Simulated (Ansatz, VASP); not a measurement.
LiH: VASP beside Ansatz

Contents of INCAR:

```
PREC     = Accurate       # precision mode
ENCUT    = 750            # plane-wave cutoff, eV
EDIFF    = 1E-6           # SCF threshold, eV
ISMEAR   = 0              # smearing method
SIGMA    = 0.02           # smearing width, eV
LREAL    = False          # projectors in reciprocal space
LASPH    = True           # aspherical terms in the spheres
NELM     = 120            # most SCF steps
ALGO     = Normal         # electronic algorithm
ISIF     = 2              # what is computed and relaxed
LWAVE    = False          # write WAVECAR
LCHARG   = True           # write CHGCAR
GGA      = CA             # functional
LELF     = True           # ELF
LVHAR    = True         
NBANDS   = 9              # bands
GGA_COMPAT= False
```

Contents of KPOINTS:

```
Automatic mesh
0
Gamma
  10 10 10
```

POSCAR

```
LiH
1.0
    0.0000000000      1.9411000000      1.9411000000
    1.9411000000      0.0000000000      1.9411000000
    1.9411000000      1.9411000000      0.0000000000
Li H
1 1
Direct
    0.0000000000      0.0000000000      0.0000000000
    0.5000000000      0.5000000000      0.5000000000
```

Input for Ansatz:

```yaml
crystal:
  lattice:
    - [0.0, 1.9411, 1.9411]
    - [1.9411, 0.0, 1.9411]
    - [1.9411, 1.9411, 0.0]
  atoms:
    - { symbol: Li, position: [0.0, 0.0, 0.0] }
    - { symbol: H, position: [0.5, 0.5, 0.5] }
basis:
  ecutwfc: 420
kpoints:
  mp_grid: { grid: [10, 10, 10] }
hamiltonian:
  xc: lda
scf:
  occupations: { method: gaussian, width: 0.02 }
output:
  forces: true
  stress: true
  eigenvalues: true
```

Alike in both runs: task single point; functional LDA; k mesh 10 × 10 × 10; occupations gaussian, width 0.02 eV; no spin polarisation.

```csv
,VASP,Ansatz
version,VASP 6.6.1,Ansatz 0.2.0
potentials or method,"VASP PAW LDA potentials, release 64 (Li_sv, H), cutoff 750 eV","scalar-relativistic, plane waves, PAW"
valence electrons in the cell,4,4
```

VASP gave:

* gap on the k mesh at the Fermi level (eV): 2.51
* least direct gap on the mesh (eV): 2.51
* pressure (GPa): 0.7

Q: Estimate Ansatz's values.

A: gap on the k mesh at the Fermi level (eV): 2.52; least direct gap on the mesh (eV): 2.52; pressure (GPa): 0.9.

LDA's correlation is that of Perdew and Zunger in VASP and of Perdew and Wang (1992) in Ansatz.
